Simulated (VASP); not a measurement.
Runs of VASP 6.6.1 on Pt. The structure is that of space group Fd-3m (No. 227), or close to it. The cells are those of the table. 

```tsv
task	level	potentials or basis	cell	cutoff (eV)	k mesh for the DOS	occupations for the DOS	gap on the mesh (eV)	pressure (GPa)
relaxation of cell and atoms	LDA	VASP PAW LDA potentials, release 64 (Pt)	relaxed from a = 3.738 Å, angles 60.0°, 2 atoms	600	-	-	none	0.0
single point	LDA	VASP PAW LDA potentials, release 64 (Pt)	a = 3.273 Å, angles 60.0°, 2 atoms	520	-	-	none	349.8
single point	LDA	VASP PAW LDA potentials, release 64 (Pt)	a = 3.927 Å, angles 60.0°, 2 atoms	520	-	-	none	8.5
single point	LDA	VASP PAW LDA potentials, release 64 (Pt)	a = 3.994 Å, angles 60.0°, 2 atoms	520	-	-	none	(b)
single point	LDA	VASP PAW LDA potentials, release 64 (Pt)	a = 3.629 Å, angles 60.0°, 2 atoms	520	-	-	none	85.5
single point	PBEsol	VASP PAW PBE potentials, release 64 (Pt)	a = 3.994 Å, angles 60.0°, 2 atoms	520	-	-	none	(a)
```

Alike in all rows: no spin polarisation; k mesh 12 × 12 × 12; smearing fermi-dirac 0.1 eV.

Problem. Fill in the values left out.

Solution. (a) 2.8; (b) 0.1.

Caveats: spin-orbit coupling is left out, which moves the levels of the heavy elements; the PAW data sets were made with another functional, which shifts forces and pressure a little (some runs).

A k mesh can miss the band edges, and the runs leave out spin-orbit coupling on Pt.

A gap of «none» marks levels without a gap at the run's occupations.
